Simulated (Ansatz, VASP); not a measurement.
**One calculation of ScAlN2, two programs**

```
Sc Al N
1.0
     2.19750    1.26873    2.61304
    -2.19750    1.26873    2.61304
     0.00000   -2.53746    2.61304
Sc Al N
1 1 2
Direct
  0.50000 0.50000 0.50000
  0.00000 0.00000 0.00000
  0.23480 0.23480 0.23480
  0.76520 0.76520 0.76520
```

Alike in both runs: functional PBE; k mesh 6 × 6 × 6; occupations gaussian, width 0.1 eV; no spin polarisation.

Ansatz relaxed the structure, and its values are those at the end. VASP's run is a single point on that final structure, the one shown.

|  | VASP | Ansatz |
| --- | --- | --- |
| version | VASP 6.6.1 | Ansatz 0.2.0 |
| potentials or method | VASP PAW PBE potentials, release 64 (Sc_sv, Al, N), cutoff 520 eV | scalar-relativistic, plane waves, PAW |
| valence electrons in the cell | 24 | 24 |

```tsv
	VASP	Ansatz	Ansatz less VASP
gap on the k mesh at the Fermi level (eV)	0.71	0.73	+0.017
least direct gap on the mesh (eV)	1.38	1.39	+0.010
pressure (GPa)	0.5	0.0	-0.44
rms of the force components (eV/Å)	0.025	0.000	-0.0248
```
